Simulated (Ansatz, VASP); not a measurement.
**Two plane-wave programs on LiCl**

```
Li Cl
1.0
     0.00000    2.62888    2.69300
     2.62888    0.00000    2.69300
     2.62888    2.62888    0.00000
Li Cl
1 1
Direct
  0.00000 0.00000 0.00000
  0.50000 0.50000 0.50000
```

Change from the starting cell: strain +0.025 along x and y, +0.050 along z, atoms carried along.

Alike in both runs: task single point; functional PBE; k mesh 8 × 8 × 8; occupations gaussian, width 0.05 eV; no spin polarisation.

|  | VASP | Ansatz |
| --- | --- | --- |
| version | VASP 6.6.1 | Ansatz 0.2.0 |
| potentials or method | VASP PAW PBE potentials, release 64 (Li_sv, Cl), cutoff 520 eV | scalar-relativistic, plane waves, PAW |
| valence electrons in the cell | 10 | 10 |

```tsv
	VASP	Ansatz	Ansatz less VASP
gap on the k mesh at the Fermi level (eV)	5.78	5.77	-0.012
least direct gap on the mesh (eV)	5.78	5.77	-0.012
```

Noted on VASP's run: the cutoff is short for stress, so the pressure is rough.
